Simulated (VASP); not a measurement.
# Cu (Pm-3m) in VASP: a series of runs

Cu is run at these levels: PBEsol; tasks: relaxation of cell and atoms.

Everything below comes from runs of VASP 6.6.1. Logs are shortened: lines on timing, memory, paths and dates and some standing lists are left out, and cuts for length are marked.

## (1) The cell of the first run

It takes space group Pm-3m (No. 221, cubic). Conventional cell: a = 1.919 Å, b = 1.919 Å, c = 1.919 Å, α = 90.00°, β = 90.00°, γ = 90.00°. Within 2.5 Å of Cu (site symmetry m-3m) lie 6 Cu at 1.92 Å.

## (2) Relaxation of cell and atoms, PBEsol, target pressure 290 GPa, at which the enthalpy is minimised

File INCAR:

```
SYSTEM = Cu
PREC = Accurate ; ENCUT = 600
EDIFF = 1E-6 ; ISMEAR = -1
SIGMA = 0.08 ; LREAL = .False.
LASPH = .True. ; NELM = 60
ALGO = Normal ; ISIF = 3
LWAVE = .False. ; LCHARG = .False.
GGA = PS ; IBRION = 2
NSW = 60 ; EDIFFG = -0.005
PSTRESS = 2900.0
```

File KPOINTS:

```
Automatic mesh
0
Gamma
  19 19 19
  0 0 0
```

File POSCAR:

```
Cu
1.0
    1.9185401377      0.0000000000      0.0000000000
    0.0000000000      1.9185401377      0.0000000000
    0.0000000000      0.0000000000      1.9185401377
Cu
1
Direct
    0.0000000000      0.0000000000      0.0000000000
```

Potentials or basis: VASP PAW PBE potentials, release 64 (Cu).

Started as:

```console
$ cat potpaw_PBE.64/Cu/POTCAR > POTCAR
$ mpirun -np 1 vasp_std > vasp.out
```

OUTCAR:

```text
SYSTEM = Cu
   PREC = Accurate
   ENCUT = 600
   EDIFF = 1E-6
   ISMEAR = -1
   LREAL = .False.
   LASPH = .True.
   NELM = 60
   ISIF = 3
   GGA = PS
   IBRION = 2
   NSW = 60
   EDIFFG = -0.005
   PSTRESS = 2900.0

 ion  position               nearest neighbor table
   1  0.000  0.000  0.000-

  LATTYP: Found a simple cubic cell.
 ALAT       =     1.9185401377

  Lattice vectors:

 A1 = (   1.9185401377,   0.0000000000,   0.0000000000)
 A2 = (   0.0000000000,   1.9185401377,   0.0000000000)
 A3 = (   0.0000000000,   0.0000000000,   1.9185401377)

Analysis of symmetry for initial positions (statically):
=====================================================================
 Subroutine PRICEL returns:
 Original cell was already a primitive cell.

 Routine SETGRP: Setting up the symmetry group for a
 simple cubic supercell.

 Subroutine GETGRP returns: Found 48 space group operations
 (whereof 48 operations were pure point group operations)
 out of a pool of 48 trial point group operations.

The static configuration has the point symmetry O_h .

Analysis of symmetry for dynamics (positions and initial velocities):
=====================================================================
 Subroutine PRICEL returns:
 Original cell was already a primitive cell.

 Routine SETGRP: Setting up the symmetry group for a
 simple cubic supercell.

 Subroutine GETGRP returns: Found 48 space group operations
 (whereof 48 operations were pure point group operations)
 out of a pool of 48 trial point group operations.

The dynamic configuration has the point symmetry O_h .

 Subroutine INISYM returns: Found 48 space group operations
 (whereof 48 operations are pure point group operations),
 and found     1 'primitive' translations

----------------------------------------------------------------------------------------

                                     Primitive cell

  volume of cell :       7.0618

  direct lattice vectors                    reciprocal lattice vectors
     1.918540138  0.000000000  0.000000000     0.521229648  0.000000000  0.000000000
     0.000000000  1.918540138  0.000000000     0.000000000  0.521229648  0.000000000
     0.000000000  0.000000000  1.918540138     0.000000000  0.000000000  0.521229648

  length of vectors
     1.918540138  1.918540138  1.918540138     0.521229648  0.521229648  0.521229648

  position of ions in fractional coordinates (direct lattice)
     0.000000000  0.000000000  0.000000000

  ion indices of the primitive-cell ions
   primitive index   ion index
                 1           1

----------------------------------------------------------------------------------------

 KPOINTS: Automatic mesh

Automatic generation of k-mesh.
 Grid dimensions read from file:
 generate k-points for:   19   19   19

 Generating k-lattice:

  Cartesian coordinates                     Fractional coordinates (reciprocal lattice)
     0.027433139  0.000000000  0.000000000     0.052631579  0.000000000  0.000000000
     0.000000000  0.027433139  0.000000000     0.000000000  0.052631579  0.000000000
     0.000000000  0.000000000  0.027433139     0.000000000  0.000000000  0.052631579

  Length of vectors
     0.027433139  0.027433139  0.027433139

  Shift w.r.t. Gamma in fractional coordinates (k-lattice)
     0.000000000  0.000000000  0.000000000

 Subroutine IBZKPT returns following result:
 ===========================================

 Found    220 irreducible k-points:

 Following reciprocal coordinates:
            Coordinates               Weight
  0.000000  0.000000  0.000000      1.000000
  0.052632  0.000000  0.000000      6.000000
  0.105263  0.000000  0.000000      6.000000
  0.157895  0.000000  0.000000      6.000000
  0.210526  0.000000  0.000000      6.000000
  0.263158  0.000000  0.000000      6.000000
[... 16 lines left out ...]
  0.263158  0.105263  0.000000     24.000000
  0.315789  0.105263  0.000000     24.000000
 [... further k-points ...]
   k-points           NKPTS =    220   k-points in BZ     NKDIM =    220   number of bands    NBANDS=      9
   number of dos      NEDOS =    301   number of ions     NIONS =      1
   total plane-waves  NPLWV =   4096
   dimension x,y,z NGX =    16 NGY =   16 NGZ =   16
   dimension x,y,z NGXF=    32 NGYF=   32 NGZF=   32
   ions per type =               1
   NGX,Y,Z   is equivalent  to a cutoff of  13.86, 13.86, 13.86 a.u.
   NGXF,Y,Z  is equivalent  to a cutoff of  27.73, 27.73, 27.73 a.u.
 SYSTEM =  Cu
   PREC   = accura    normal or accurate (medium, high low for compatibility)
   ISTART =      0    job   : 0-new  1-cont  2-samecut
   ICHARG =      2    charge: 1-file 2-atom 10-const
   ISPIN  =      1    spin polarized calculation?
   LNONCOLLINEAR =      F non collinear calculations
   LSORBIT =      F    spin-orbit coupling
   LASPH  =      T    aspherical Exc in radial PAW
   ENCUT  =  600.0 eV  44.10 Ry    6.64 a.u.   3.83  3.83  3.83*2*pi/ulx,y,z
   NELM   =     60;   NELMIN=  2; NELMDL= -5     # of ELM steps
   EDIFF  = 0.1E-05   stopping-criterion for ELM
   LREAL  =      F    real-space projection
   EDIFFG = -.5E-02   stopping-criterion for IOM
   NSW    =     60    number of steps for IOM
   IBRION =      2    ionic relax: 0-MD 1-quasi-New 2-CG
   NFREE  =      1    steps in history (QN), initial steepest desc. (CG)
   ISIF   =      3    stress and relaxation
   ISYM   =      2    0-nonsym 1-usesym 2-fastsym
   POTIM  = 0.5000    time-step for ionic-motion
   TEBEG  =    0.0;   TEEND  =   0.0 temperature during run
   PSTRESS= 2900.0 pullay stress
   NELECT =      11.0000    total number of electrons
   NUPDOWN=      -1.0000    fix difference up-down
   EMIN   =  10.00;   EMAX   =-10.00  energy-range for DOS
   EFERMI =   0.00;   METHOD = LEGACY
   ISMEAR =    -1;   SIGMA  =   0.08  broadening in eV -4-tet -1-fermi 0-gaus
   EFERMI_NEDOS =   21; number of points for ismear=-14 and -15
   IALGO  =     38    algorithm
   IMIX   =      4    mixing-type and parameters
     AMIX     =   0.40;   BMIX     =  1.00
     AMIX_MAG =   1.60;   BMIX_MAG =  1.00
  volume/ion in A,a.u.               =       7.06        47.66
  Fermi-wavevector in a.u.,A,eV,Ry     =   1.897732  3.586193 48.999831  3.601386
  Thomas-Fermi vector in A             =   2.937456
   LORBIT       =      0    0 simple, 1 ext, 2 COOP (PROOUT), +10 PAW based schemes
   GGA     = PS    functional components
   LHFCALC =     F    Hartree Fock is set to
   AEXX    =    0.0000 exact exchange contribution
   IVDW    =     0    specifies the selected vdW correction
   LEPSILON=     F    determine dielectric tensor
   LRPA    =     F    only Hartree local field effects (RPA)
 conjugate gradient relaxation of ions
 non-spin polarized calculation
  energy-cutoff  :      600.00
  volume of cell :        7.06
 maximum number of plane-waves:       251
 NGX is ok and might be reduce to    16
   NGX =  7   NGY =  7   NGZ =  7

--------------------------------------- Ionic step        1  -------------------------------------------

 number of electron      10.9999992 magnetization

 Free energy of the ion-electron system (eV)
  ---------------------------------------------------
  ext. energy  EPLUGINS =         0.00000000
  ---------------------------------------------------
  free energy    TOTEN  =        -0.13115419 eV

  energy without entropy =       -0.12653197  energy(sigma->0) =       -0.12884308

------------------------ aborting loop because EDIFF is reached ----------------------------------------

  FORCE on cell =-STRESS in cart. coord.  units (eV):
  Direction    XX          YY          ZZ          XY          YZ          ZX
  --------------------------------------------------------------------------------------
  -------------------------------------------------------------------------------------
  Total       15.4559789     15.4559789     15.4559789      0.0000000      0.0000000     -0.0000000
  in kB     3506.6662191   3506.6662191   3506.6662191      0.0000000      0.0000000     -0.0000000
  external PRESSURE =     606.6662191 kB  Pullay stress =    2900.0000000 kB
[... 22 lines left out ...]
  enthalpy is  TOTEN    =        12.6508832056 eV   P V=       12.7820374003

--------------------------------------- Ionic step        2  -------------------------------------------

 number of electron      10.9999982 magnetization

 E-fermi :   9.2572     XC(G=0): -13.7204

 val. band max:        9.2304211646   @ k =   0.4211   0.1579   0.1579
 cond. band min:       9.2878369706   @ k =   0.4211   0.2105   0.1053
 fundamental gap:      0.0574158060
 Fermi energy:         9.2571537590

 k-point     1 :       0.0000    0.0000    0.0000
  band No.  band energies     occupation
      1      -1.0709      2.00000
      2       3.8859      2.00000
      3       3.8859      2.00000
      4       7.8614      2.00000
      5       7.8614      2.00000
      6       7.8614      2.00000
      7      30.4406      0.00000
      8      30.4406      0.00000
      9      30.4406      0.00000
[... 265 lines left out ...]
 k-point    24 :       0.3158    0.1053    0.0000
  band No.  band energies     occupation
      1       2.2036      2.00000
      2       4.3925      2.00000
      3       5.2929      2.00000
      4       6.9774      2.00000
      5       6.9853      2.00000
      6       7.8096      2.00000
      7      17.4150      0.00000
      8      29.9520      0.00000
      9      35.1212      0.00000

 [... further k-points ...]
[... 5 lines left out ...]
  --------------------------------------------------------------------------------------
  -------------------------------------------------------------------------------------
  Total        3.7875303      3.7875303      3.7875303      0.0000000     -0.0000000      0.0000000
  in kB      597.1376717    597.1376717    597.1376717      0.0000000     -0.0000000      0.0000000
  external PRESSURE =   -2302.8623283 kB  Pullay stress =    2900.0000000 kB
[... 53 lines left out ...]
  FREE ENERGIE OF THE ION-ELECTRON SYSTEM (eV)
  ---------------------------------------------------
  free  energy   TOTEN  =        -0.9184892331 eV

  energy  without entropy=       -0.9139063114  energy(sigma->0) =       -0.91619777

  enthalpy is  TOTEN    =        12.5921017423 eV   P V=       13.5105909754

[... ionic steps 4 to 9 ...]

--------------------------------------- Ionic step       10  -------------------------------------------

 number of electron      10.9999995 magnetization

------------------------ aborting loop because EDIFF is reached ----------------------------------------

  FORCE on cell =-STRESS in cart. coord.  units (eV):
  Direction    XX          YY          ZZ          XY          YZ          ZX
  --------------------------------------------------------------------------------------
  -------------------------------------------------------------------------------------
  Total       13.4016150     13.4016150     13.4016150      0.0000000      0.0000000     -0.0000000
  in kB     2904.4533081   2904.4533081   2904.4533081      0.0000000      0.0000000     -0.0000000
  external PRESSURE =       4.4533081 kB  Pullay stress =    2900.0000000 kB
[... 59 lines left out ...]
  enthalpy is  TOTEN    =        12.5897445769 eV   P V=       13.3813702764

--------------------------------------- Ionic step       12  -------------------------------------------

 number of electron      10.9999995 magnetization

 Free energy of the ion-electron system (eV)
  ---------------------------------------------------
  ext. energy  EPLUGINS =         0.00000000
  ---------------------------------------------------
  free energy    TOTEN  =        -0.79223375 eV

  energy without entropy =       -0.78764182  energy(sigma->0) =       -0.78993778

 E-fermi :  14.9594     XC(G=0): -15.7952

 val. band max:       14.9541423120   @ k =   0.4211   0.2632   0.0000
 cond. band min:      15.0008804976   @ k =   0.4737   0.1579   0.1053
 fundamental gap:      0.0467381856
 Fermi energy:        14.9593535816

 k-point     1 :       0.0000    0.0000    0.0000
  band No.  band energies     occupation
      1       1.5507      2.00000
      2       6.9469      2.00000
      3       6.9469      2.00000
      4      13.2449      2.00000
      5      13.2449      2.00000
      6      13.2449      2.00000
      7      40.1812      0.00000
      8      40.1812      0.00000
      9      40.1812      0.00000
[... 265 lines left out ...]
 k-point    24 :       0.3158    0.1053    0.0000
  band No.  band energies     occupation
      1       5.5193      2.00000
      2       7.7647      2.00000
      3       9.1504      2.00000
      4      11.7747      2.00000
      5      11.8038      2.00000
      6      13.1580      2.00000
      7      25.2529      0.00000
      8      39.6471      0.00000
      9      46.2037      0.00000

 [... further k-points ...]
[... 5 lines left out ...]
  --------------------------------------------------------------------------------------
  -------------------------------------------------------------------------------------
  Total       13.3864380     13.3864380     13.3864380      0.0000000      0.0000000     -0.0000000
  in kB     2900.9666695   2900.9666695   2900.9666695      0.0000000      0.0000000     -0.0000000
  external PRESSURE =       0.9666695 kB  Pullay stress =    2900.0000000 kB
[... 16 lines left out ...]
  FREE ENERGIE OF THE ION-ELECTRON SYSTEM (eV)
  ---------------------------------------------------
  free  energy   TOTEN  =        -0.7922337469 eV

  energy  without entropy=       -0.7876418206  energy(sigma->0) =       -0.78993778

  enthalpy is  TOTEN    =        12.5897435822 eV   P V=       13.3819773290

 reached required accuracy - stopping structural energy minimisation
```

Wall time 1.9 min (1 thread of AMD EPYC 7R13, shared host); peak memory 0.1 GiB.

What came out:

* Free energy: -0.7922 eV
* Relaxed volume: 7.39 Å³/atom
* Relaxed cell: a = 1.948 Å, b = 1.948 Å, c = 1.948 Å, α = 90.00°, β = 90.00°, γ = 90.00°
* Space group after relaxing (to 0.05 Å): Pm-3m (No. 221)
* Energy change on relaxing (the enthalpy is what falls): -661.1 meV/atom
* Ionic steps: 12
* Pressure after relaxing: 290.1 GPa

Step by step:
| step | energy change (eV) | largest force (eV/Å) | pressure (GPa) | volume (Å³) |
| --- | --- | --- | --- | --- |
| 1 | 0.0000 | 0.0000 | 350.67 | 7.06 |
| 2 | -3.2116 | 0.0000 | 59.71 | 10.16 |
| 3 | -0.7873 | 0.0000 | 279.05 | 7.46 |
| 4 | -0.6712 | 0.0000 | 289.17 | 7.40 |
| 5 | -0.6588 | 0.0000 | 290.63 | 7.39 |
| 6 | -0.6593 | 0.0000 | 290.35 | 7.39 |
| 7 | -0.6599 | 0.0000 | 290.17 | 7.39 |
| 8 | -0.6599 | 0.0000 | 290.47 | 7.39 |
| 9 | -0.6600 | 0.0000 | 290.49 | 7.39 |
| 10 | -0.6602 | 0.0000 | 290.45 | 7.39 |
| 11 | -0.6605 | 0.0000 | 290.33 | 7.39 |
| 12 | -0.6611 | 0.0000 | 290.10 | 7.39 |

Final structure:
```xyz
1
Lattice="1.9481 0.0000 0.0000 0.0000 1.9481 0.0000 0.0000 0.0000 1.9481" Properties=species:S:1:pos:R:3 pbc="T T T"
Cu    0.0000    0.0000    0.0000
```

Levels at points of the mesh, in eV from the Fermi level:
| k point | band 2 | band 3 | band 4 | band 5 | band 6 | band 7 | band 8 | band 9 |
| --- | --- | --- | --- | --- | --- | --- | --- | --- |
| (0.00, 0.00, 0.00) | -8.01 | -8.01 | -1.71 | -1.71 | -1.71 | 25.22 | 25.22 | 25.22 |

Caveat: the cell is relaxed towards a set pressure, so the enthalpy falls and the energy may rise; the PAW data sets were made with another functional, which shifts forces and pressure a little.

## (3) Relaxation of cell and atoms, PBEsol, target pressure 290 GPa, at which the enthalpy is minimised

This run uses another cell than the first one, of 7.37 Å³/atom, 1.044 times its volume.

File INCAR:

```
PREC     = Accurate       # precision mode
ENCUT    = 600            # plane-wave cutoff, eV
EDIFF    = 1E-7           # SCF threshold, eV
ISMEAR   = -1             # smearing method
SIGMA    = 0.08           # smearing width, eV
LREAL    = F              # projectors in reciprocal space
LASPH    = T              # aspherical terms in the spheres
NELM     = 100            # most SCF steps
ALGO     = Normal         # electronic algorithm
ISIF     = 3              # what is computed and relaxed
LWAVE    = F              # write WAVECAR
LCHARG   = F              # write CHGCAR
GGA      = PS             # functional
IBRION   = 2              # ionic algorithm
NSW      = 32             # ionic steps
EDIFFG   = -0.005         # ionic threshold
PSTRESS  = 2900.0
```

File KPOINTS:

```
regular mesh
0
Gamma
  19 19 19
```

File POSCAR:

```
Cu
1.0
    1.9464456774      0.0000000000      0.0000000000
    0.0000000000      1.9464456774      0.0000000000
    0.0000000000      0.0000000000      1.9464456774
Cu
1
Direct
    0.0000000000      0.0000000000      0.0000000000
```

Potentials or basis: VASP PAW PBE potentials, release 64 (Cu).

Started as:

```console
$ cat potpaw_PBE.64/Cu/POTCAR > POTCAR
$ mpirun -np 1 vasp_std > vasp.out
```

Wall time 59 s (1 thread of AMD EPYC 7R13, shared host); peak memory 0.1 GiB.

The run converged. Its results:

```yaml
Free_energy: -0.7971 eV
Relaxed_volume: 7.40 Å³/atom
Relaxed_cell: a = 1.948 Å, b = 1.948 Å, c = 1.948 Å, α = 90.00°, β = 90.00°, γ = 90.00°
Space_group_after_relaxing_to_0.05_Å: Pm-3m (No. 221)
Energy_change_on_relaxing_the_enthalpy_is_what_falls: -38.9 meV/atom
Ionic_steps: 3
Pressure_after_relaxing: 290.0 GPa
```

The path:
| step | energy change (eV) | largest force (eV/Å) | pressure (GPa) | volume (Å³) |
| --- | --- | --- | --- | --- |
| 1 | 0.0000 | 0.0000 | 293.50 | 7.37 |
| 2 | -0.3027 | 0.0000 | 266.19 | 7.55 |
| 3 | -0.0389 | 0.0000 | 289.98 | 7.40 |

Final structure:
```cif
data_structure
_symmetry_space_group_name_H-M 'P 1'
_symmetry_Int_Tables_number 1
_cell_length_a 1.9483
_cell_length_b 1.9483
_cell_length_c 1.9483
_cell_angle_alpha 90.000
_cell_angle_beta 90.000
_cell_angle_gamma 90.000
_cell_volume 7.40
loop_
_atom_site_label
_atom_site_type_symbol
_atom_site_fract_x
_atom_site_fract_y
_atom_site_fract_z
_atom_site_occupancy
Cu1 Cu 0.00000 0.00000 0.00000 1
```

Levels at points of the mesh, in eV from the Fermi level:
```tsv
k point	band 4	band 5	band 6	band 7	band 8	band 9
(0.00, 0.00, 0.00)	-1.71	-1.71	-1.71	25.22	25.22	25.22
```

Caveat: the cell is relaxed towards a set pressure, so the enthalpy falls and the energy may rise; the PAW data sets were made with another functional, which shifts forces and pressure a little.
